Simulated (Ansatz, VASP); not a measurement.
# EuS: VASP beside Ansatz

```
Eu S
1.0
     0.00000    2.97850    2.97850
     5.95700    2.97850    2.97850
     5.95700    5.95700    0.00000
Eu S
2 2
Direct
  0.50000 0.50000 0.00000
  0.50000 0.50000 0.50000
  0.00000 0.00000 0.00000
  0.00000 0.00000 0.50000
```

Alike in both runs: task single point; functional PBEsol; k mesh 6 × 6 × 6; occupations gaussian, width 0.05 eV; collinear spin; Hubbard terms Eu f U = 8.0 eV.

```csv
,VASP,Ansatz
version,VASP 6.6.1,Ansatz 0.2.0
potentials or method,"VASP PAW PBE potentials, release 64 (Eu, S), cutoff 600 eV","scalar-relativistic, plane waves, PAW"
valence electrons in the cell,46,46
```

|  | VASP | Ansatz | Ansatz less VASP |
| --- | --- | --- | --- |
| gap on the k mesh at the Fermi level (eV) | 1.19 | 1.41 | +0.223 |
| least direct gap on the mesh (eV) | 1.19 | 1.41 | +0.223 |
| pressure (GPa) | -1.1 | -1.6 | -0.51 |
| net moment per atom (μB) | 0.00 | 0.00 | 0.000 |
| size of the moment on the site where the two differ most (μB) | 6.75 | 6.87 | +0.117 |

VASP's potentials were made for PBE, not for PBEsol. Site moments also hang on the region over which each program counts them. The programs project onto different local orbitals, so the same U acts differently, and such runs can settle in different states. Ansatz's warnings: stability check not made, stress scf threshold loose.

Spin-orbit coupling is off throughout.
